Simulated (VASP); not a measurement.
# Al in VASP: a series of runs

Al is run at these levels: PBE; tasks: single point, relaxation of cell and atoms.

Program: VASP 6.6.1. These are calculated values, not measurements. Logs are shortened: lines on timing, memory, paths and dates and some standing lists are left out, and cuts for length are marked.

## 1. The cell of the first run

The typed cell holds 1 atom: a = 2.800 Å, b = 2.800 Å, c = 2.800 Å, α = 109.47°, β = 109.47°, γ = 109.47°.

## 2. Single point, PBE

File INCAR:

```
SYSTEM = Al
ALGO     = Normal         ! electronic algorithm
EDIFF    = 1E-6           ! SCF threshold, eV
ENCUT    = 500            ! plane-wave cutoff, eV
GGA      = PE             ! functional
GGA_COMPAT= .False.      
ISIF     = 2              ! what is computed and relaxed
ISMEAR   = 0              ! smearing method
LASPH    = .True.         ! aspherical terms in the spheres
LCHARG   = .False.        ! write CHGCAR
LREAL    = .False.        ! projectors in reciprocal space
LWAVE    = .False.        ! write WAVECAR
NBANDS   = 8              ! bands
NELM     = 120            ! most SCF steps
PREC     = Accurate       ! precision mode
SIGMA    = 0.1            ! smearing width, eV
```

File KPOINTS:

```
k-points
0
Gamma
  9 9 9
  0 0 0
```

File POSCAR:

```
Al
1.0
    2.2863630340      1.3200323131      0.9336683851
   -2.2863630340      1.3200323131      0.9336683851
    0.0000000000     -2.6400646263      0.9336683851
Al
1
Direct
    0.5000000000      0.5000000000      0.5000000000
```

Potentials or basis: VASP PAW PBE potentials, release 64 (Al).

Launch:

```bash
cat potpaw_PBE.64/Al/POTCAR > POTCAR
mpirun -np 1 vasp_std > vasp.out
```

OUTCAR:

```text
SYSTEM = Al
   EDIFF = 1E-6
   ENCUT = 500
   GGA = PE
   ISIF = 2
   ISMEAR = 0
   LASPH = .True.
   LREAL = .False.
   NELM = 120
   PREC = Accurate

 ion  position               nearest neighbor table
   1  0.500  0.500  0.500-

  LATTYP: Found a trigonal (rhomboedric) cell.
 ALAT       =     2.8002996062
 COS(alpha) =    -0.3332493378

  Lattice vectors:

 A1 = (   2.2863630340,   1.3200323131,   0.9336683851)
 A2 = (  -2.2863630340,   1.3200323131,   0.9336683851)
 A3 = (   0.0000000000,  -2.6400646263,   0.9336683851)

Analysis of symmetry for initial positions (statically):
=====================================================================
 Subroutine PRICEL returns:
 Original cell was already a primitive cell.

 Routine SETGRP: Setting up the symmetry group for a
 trigonal (rhombohedral) supercell.

 Subroutine GETGRP returns: Found 12 space group operations
 (whereof 12 operations were pure point group operations)
 out of a pool of 12 trial point group operations.

The static configuration has the point symmetry D_3d.

Analysis of symmetry for dynamics (positions and initial velocities):
=====================================================================
 Subroutine PRICEL returns:
 Original cell was already a primitive cell.

 Routine SETGRP: Setting up the symmetry group for a
 trigonal (rhombohedral) supercell.

 Subroutine GETGRP returns: Found 12 space group operations
 (whereof 12 operations were pure point group operations)
 out of a pool of 12 trial point group operations.

The dynamic configuration has the point symmetry D_3d.

 Subroutine INISYM returns: Found 12 space group operations
 (whereof 12 operations are pure point group operations),
 and found     1 'primitive' translations

----------------------------------------------------------------------------------------

                                     Primitive cell

  volume of cell :      16.9073

  direct lattice vectors                    reciprocal lattice vectors
     2.286363034  1.320032313  0.933668385     0.218687930  0.126259535  0.357014695
    -2.286363034  1.320032313  0.933668385    -0.218687930  0.126259535  0.357014695
     0.000000000 -2.640064626  0.933668385     0.000000000 -0.252519071  0.357014695

  length of vectors
     2.800299606  2.800299606  2.800299606     0.437293235  0.437293235  0.437293235

  position of ions in fractional coordinates (direct lattice)
     0.500000000  0.500000000  0.500000000

  ion indices of the primitive-cell ions
   primitive index   ion index
                 1           1

----------------------------------------------------------------------------------------

 KPOINTS: k-points

Automatic generation of k-mesh.
 Grid dimensions read from file:
 generate k-points for:    9    9    9

 Generating k-lattice:

  Cartesian coordinates                     Fractional coordinates (reciprocal lattice)
     0.024298659  0.014028837  0.039668299     0.111111111 -0.000000000  0.000000000
    -0.024298659  0.014028837  0.039668299    -0.000000000  0.111111111  0.000000000
     0.000000000 -0.028057675  0.039668299     0.000000000  0.000000000  0.111111111

  Length of vectors
     0.048588137  0.048588137  0.048588137

  Shift w.r.t. Gamma in fractional coordinates (k-lattice)
     0.000000000  0.000000000  0.000000000

 Subroutine IBZKPT returns following result:
 ===========================================

 Found     85 irreducible k-points:

 Following reciprocal coordinates:
            Coordinates               Weight
  0.000000  0.000000  0.000000      1.000000
  0.111111 -0.000000 -0.000000      6.000000
  0.222222  0.000000  0.000000      6.000000
  0.333333  0.000000 -0.000000      6.000000
  0.444444  0.000000  0.000000      6.000000
  0.111111  0.111111 -0.000000      6.000000
[... 16 lines left out ...]
 -0.333333  0.333333  0.000000      6.000000
  0.444444  0.444444  0.000000      6.000000
 [... further k-points ...]
   k-points           NKPTS =     85   k-points in BZ     NKDIM =     85   number of bands    NBANDS=      8
   number of dos      NEDOS =    301   number of ions     NIONS =      1
   total plane-waves  NPLWV =   8000
   dimension x,y,z NGX =    20 NGY =   20 NGZ =   20
   dimension x,y,z NGXF=    40 NGYF=   40 NGZF=   40
   ions per type =               1
   NGX,Y,Z   is equivalent  to a cutoff of  11.87, 11.87, 11.87 a.u.
   NGXF,Y,Z  is equivalent  to a cutoff of  23.75, 23.75, 23.75 a.u.
 SYSTEM =  Al
   PREC   = accura    normal or accurate (medium, high low for compatibility)
   ISTART =      0    job   : 0-new  1-cont  2-samecut
   ICHARG =      2    charge: 1-file 2-atom 10-const
   ISPIN  =      1    spin polarized calculation?
   LNONCOLLINEAR =      F non collinear calculations
   LSORBIT =      F    spin-orbit coupling
   LASPH  =      T    aspherical Exc in radial PAW
   ENCUT  =  500.0 eV  36.75 Ry    6.06 a.u.   5.11  5.11  5.11*2*pi/ulx,y,z
   NELM   =    120;   NELMIN=  2; NELMDL= -5     # of ELM steps
   EDIFF  = 0.1E-05   stopping-criterion for ELM
   LREAL  =      F    real-space projection
   EDIFFG = 0.1E-04   stopping-criterion for IOM
   NSW    =      0    number of steps for IOM
   IBRION =     -1    ionic relax: 0-MD 1-quasi-New 2-CG
   NFREE  =      0    steps in history (QN), initial steepest desc. (CG)
   ISIF   =      2    stress and relaxation
   ISYM   =      2    0-nonsym 1-usesym 2-fastsym
   POTIM  = 0.5000    time-step for ionic-motion
   TEBEG  =    0.0;   TEEND  =   0.0 temperature during run
   PSTRESS=    0.0 pullay stress
   NELECT =       3.0000    total number of electrons
   NUPDOWN=      -1.0000    fix difference up-down
   EMIN   =  10.00;   EMAX   =-10.00  energy-range for DOS
   EFERMI =   0.00;   METHOD = LEGACY
   ISMEAR =     0;   SIGMA  =   0.10  broadening in eV -4-tet -1-fermi 0-gaus
   EFERMI_NEDOS =   21; number of points for ismear=-14 and -15
   IALGO  =     38    algorithm
   IMIX   =      4    mixing-type and parameters
     AMIX     =   0.40;   BMIX     =  1.00
     AMIX_MAG =   1.60;   BMIX_MAG =  1.00
  volume/ion in A,a.u.               =      16.91       114.10
  Fermi-wavevector in a.u.,A,eV,Ry     =   0.919935  1.738426 11.514356  0.846281
  Thomas-Fermi vector in A             =   2.045185
   LORBIT       =      0    0 simple, 1 ext, 2 COOP (PROOUT), +10 PAW based schemes
   GGA     = PE    functional components
   LHFCALC =     F    Hartree Fock is set to
   AEXX    =    0.0000 exact exchange contribution
   IVDW    =     0    specifies the selected vdW correction
   LEPSILON=     F    determine dielectric tensor
   LRPA    =     F    only Hartree local field effects (RPA)
 non-spin polarized calculation
 Gauss-broadening in eV      SIGMA  =   0.10
  energy-cutoff  :      500.00
  volume of cell :       16.91
 maximum number of plane-waves:       437
   NGX = 11   NGY = 11   NGZ = 11

 number of electron       3.0000000 magnetization

 Free energy of the ion-electron system (eV)
  ---------------------------------------------------
  ext. energy  EPLUGINS =         0.00000000
  ---------------------------------------------------
  free energy    TOTEN  =        -3.64531565 eV

  energy without entropy =       -3.64411935  energy(sigma->0) =       -3.64471750

 E-fermi :   7.7913     XC(G=0): -10.1132

 val. band max:        7.6713139974   @ k =   0.3333   0.2222   0.2222
 cond. band min:       7.9181001770   @ k =  -0.2222   0.4444   0.1111
 fundamental gap:      0.2467861796
 Fermi energy:         7.7913159049

 k-point     1 :       0.0000    0.0000    0.0000
  band No.  band energies     occupation
      1      -3.2140      2.00000
      2      20.8692      0.00000
      3      20.8692      0.00000
      4      20.8731      0.00000
      5      22.0919      0.00000
      6      22.0991      0.00000
      7      22.0991      0.00000
      8      23.8810      0.00000

 k-point     2 :       0.1111   -0.0000   -0.0000
  band No.  band energies     occupation
      1      -2.8647      2.00000
      2      17.5683      0.00000
      3      19.1302      0.00000
      4      19.7021      0.00000
      5      21.0001      0.00000
      6      22.1325      0.00000
      7      23.3676      0.00000
      8      23.9971      0.00000

 k-point     3 :       0.2222    0.0000    0.0000
  band No.  band energies     occupation
      1      -1.8217      2.00000
      2      13.0653      0.00000
      3      17.4666      0.00000
      4      17.9790      0.00000
      5      19.3964      0.00000
      6      20.6993      0.00000
      7      24.7706      0.00000
      8      24.7930      0.00000

 k-point     4 :       0.3333    0.0000   -0.0000
  band No.  band energies     occupation
      1      -0.0995      2.00000
      2       8.9162      0.00000
      3      16.3538      0.00000
      4      16.7034      0.00000
      5      18.2290      0.00000
      6      19.6250      0.00000
      7      26.1007      0.00000
      8      26.6339      0.00000

 k-point     5 :       0.4444    0.0000    0.0000
  band No.  band energies     occupation
      1       2.2745      2.00000
      2       5.3139      2.00000
      3      15.7988      0.00000
      4      16.0467      0.00000
      5      17.6328      0.00000
      6      19.0442      0.00000
      7      27.7426      0.00000
      8      28.7848      0.00000
[... 177 lines left out ...]
 k-point    22 :      -0.4444    0.3333   -0.0000
  band No.  band energies     occupation
      1       1.2649      2.00000
      2       7.2877      2.00000
      3      13.0373      0.00000
      4      15.8666      0.00000
      5      19.2823      0.00000
      6      21.8120      0.00000
      7      25.1746      0.00000
      8      28.8770      0.00000

 k-point    23 :      -0.3333    0.3333    0.0000
  band No.  band energies     occupation
      1      -0.0984      2.00000
      2       8.9206      0.00000
      3      16.3504      0.00000
      4      16.7028      0.00000
      5      18.2273      0.00000
      6      19.6215      0.00000
      7      26.0921      0.00000
      8      26.6286      0.00000

 k-point    24 :       0.4444    0.4444    0.0000
  band No.  band energies     occupation
      1       3.7658      2.00000
      2       4.1740      2.00000
      3      12.7211      0.00000
      4      15.5672      0.00000
      5      18.9782      0.00000
      6      21.6197      0.00000
      7      26.8707      0.00000
      8      27.8520      0.00000

 [... further k-points ...]

------------------------ aborting loop because EDIFF is reached ----------------------------------------

  FORCE on cell =-STRESS in cart. coord.  units (eV):
  Direction    XX          YY          ZZ          XY          YZ          ZX
  --------------------------------------------------------------------------------------
  -------------------------------------------------------------------------------------
  Total        0.0017661      0.0017661     -0.0035588     -0.0000000      0.0000000      0.0000000
  in kB        0.1673578      0.1673578     -0.3372436     -0.0000000      0.0000000      0.0000000
  external PRESSURE =      -0.0008427 kB  Pullay stress =       0.0000000 kB

 VOLUME and BASIS-vectors are now :
 -----------------------------------------------------------------------------
  energy-cutoff  :      500.00
  volume of cell :       16.91
      direct lattice vectors                 reciprocal lattice vectors
     2.286363034  1.320032313  0.933668385     0.218687930  0.126259535  0.357014695
    -2.286363034  1.320032313  0.933668385    -0.218687930  0.126259535  0.357014695
     0.000000000 -2.640064626  0.933668385     0.000000000 -0.252519071  0.357014695

 POSITION                                       TOTAL-FORCE (eV/Angst)
 -----------------------------------------------------------------------------------
      0.00000     -0.00000      1.40050         0.000000      0.000000      0.000000
 -----------------------------------------------------------------------------------
    total drift:                                0.000000     -0.000000     -0.000000

  FREE ENERGIE OF THE ION-ELECTRON SYSTEM (eV)
  ---------------------------------------------------
  free  energy   TOTEN  =        -3.6453156483 eV

  energy  without entropy=       -3.6441193457  energy(sigma->0) =       -3.64471750
```

Wall time 3.3 s (1 thread of Intel Xeon 6975P-C (Granite Rapids), shared host); peak memory 0.12 GiB.

Results:

```
Free energy : -3.6453 eV
Pressure    : 0.0 GPa
```

## 3. Single point, PBE

File INCAR:

```
  ALGO = Normal
  EDIFF = 1E-6
  ENCUT = 500
  GGA = PE
  GGA_COMPAT = F
  ISIF = 2
  ISMEAR = 0
  LASPH = T
  LCHARG = F
  LREAL = F
  LWAVE = F
  NBANDS = 8
  NELM = 120
  PREC = Accurate
  SIGMA = 0.1
```

File KPOINTS:

```
k-points
0
Gamma
  9 9 9
```

File POSCAR:

```
Al
1.0
    2.2860075285      1.3198270620      0.9335363769
   -2.2860075285      1.3198270620      0.9335363769
    0.0000000000     -2.6396541240      0.9335363768
Al
1
Direct
    0.0000000000      0.0000000000      0.0000000000
```

Potentials or basis: VASP PAW PBE potentials, release 64 (Al).

Launch:

```bash
cat potpaw_PBE.64/Al/POTCAR > POTCAR
mpirun -np 1 vasp_std > vasp.out
```

Run time: 3 s. Hardware: 1 thread of Intel Xeon 6975P-C (Granite Rapids), shared host; peak memory 0.12 GiB.

The run converged. Its results:

* Free energy: -3.6453 eV
* Pressure: 0.0 GPa

Levels at points of the mesh, in eV from the Fermi level:
| k point | band 1 | band 2 | band 3 | band 4 |
| --- | --- | --- | --- | --- |
| (0.00, 0.00, 0.00) | -11.01 | 13.08 | 13.08 | 13.08 |

## 4. Single point, PBE

File INCAR:

```
PREC = Accurate
ENCUT = 500
EDIFF = 1E-6
ISMEAR = 0
SIGMA = 0.1
LREAL = F
LASPH = T
NELM = 120
ALGO = Normal
ISIF = 2
LWAVE = F
LCHARG = F
GGA = PE
NBANDS = 8
GGA_COMPAT = F
```

File KPOINTS:

```
Automatic mesh
0
Gamma
  24 24 24
```

File POSCAR:

```
Al
1.0
   -1.6173992258      1.6173992258      1.6173992258
    1.6173992258     -1.6173992258      1.6173992258
    1.6173992258      1.6173992258     -1.6173992258
Al
1
Direct
    0.0000000000      0.0000000000      0.0000000000
```

Launch:

```bash
cat potpaw_PBE.64/Al/POTCAR > POTCAR
mpirun -np 1 vasp_std > vasp.out
```

It took 18 s on 1 thread of Intel Xeon Platinum 8488C (Sapphire Rapids), shared host; peak memory 0.15 GiB.

The run converged. Its results:

| Property | Result |
| --- | --- |
| Free energy | -3.6516 eV |
| Pressure | 0.0 GPa |

Levels at points of the mesh, in eV from the Fermi level:
| k point | band 1 | band 2 | band 3 | band 4 | band 5 |
| --- | --- | --- | --- | --- | --- |
| (0.00, 0.00, 0.00) | -10.94 | 13.14 | 13.14 | 13.14 | 14.35 |
| (0.50, 0.00, 0.00) | -4.20 | -3.81 | 7.99 | 8.23 | 9.82 |
| (0.50, 0.50, 0.50) | 1.84 | 1.84 | 1.84 | 3.05 | 3.05 |

## 5. Relaxation of cell and atoms, PBE

File INCAR:

```
PREC = Accurate ; ENCUT = 500
EDIFF = 1E-7 ; ISMEAR = 0
SIGMA = 0.1 ; LREAL = False
LASPH = True ; NELM = 120
ALGO = Normal ; ISIF = 3
LWAVE = False ; LCHARG = False
GGA = PE ; IBRION = 2
NSW = 100 ; EDIFFG = -0.01
GGA_COMPAT = False ; NELMIN = 4
```

KPOINTS is that of step 4.

File POSCAR:

```
Al
1.0
   -1.6168555783      1.6168555783      1.6168555783
    1.6168555783     -1.6168555783      1.6168555783
    1.6168555783      1.6168555783     -1.6168555783
Al
1
Direct
    0.0000000000      0.0000000000      0.0000000000
```

Launch:

```bash
cat potpaw_PBE.64/Al/POTCAR > POTCAR
mpirun -np 1 vasp_std > vasp.out
```

Run time: 12 s. Hardware: 1 thread of Intel Xeon Platinum 8488C (Sapphire Rapids), shared host; peak memory 0.14 GiB.

The run converged. Its results:

```yaml
Free_energy: -3.6516 eV
Pressure_after_relaxing: 0.0 GPa
```

Final structure:
```cif
data_structure
_symmetry_space_group_name_H-M 'P 1'
_symmetry_Int_Tables_number 1
_cell_length_a 2.8005
_cell_length_b 2.8005
_cell_length_c 2.8005
_cell_angle_alpha 109.471
_cell_angle_beta 109.471
_cell_angle_gamma 109.471
_cell_volume 16.91
loop_
_atom_site_label
_atom_site_type_symbol
_atom_site_fract_x
_atom_site_fract_y
_atom_site_fract_z
_atom_site_occupancy
Al1 Al 0.00000 0.00000 0.00000 1
```

Levels at points of the mesh, in eV from the Fermi level:
```
           k point  band 1  band 2  band 3  band 4  band 5
(0.00, 0.00, 0.00)  -10.94   13.14   13.14   13.14   14.37
(0.50, 0.00, 0.00)   -4.21   -3.81    8.00    8.23    9.83
(0.50, 0.50, 0.50)    1.85    1.85    1.85    3.04    3.04
```

Caveat: the relaxation stopped at its first step, so nothing moved.

## 6. The runs side by side

| task | cell | k mesh | gap on the mesh (eV) | pressure (GPa) |
| --- | --- | --- | --- | --- |
| single point | a = 2.800 Å, angles 109.5°, 1 atom | 9 × 9 × 9 | none | 0.0 |
| single point | a = 2.801 Å, angles 109.5°, 1 atom | 24 × 24 × 24 | none | 0.0 |
| relaxation of cell and atoms | relaxed from a = 2.800 Å, angles 109.5°, 1 atom | 24 × 24 × 24 | none | 0.0 |

Alike in all rows: level PBE; potentials or basis VASP PAW PBE potentials, release 64 (Al); no spin polarisation; cutoff (eV) 500; smearing gaussian 0.1 eV.

Caveats: the relaxation stopped at its first step, so nothing moved (some runs).

Absolute energies hang on the potentials; compare differences alone.
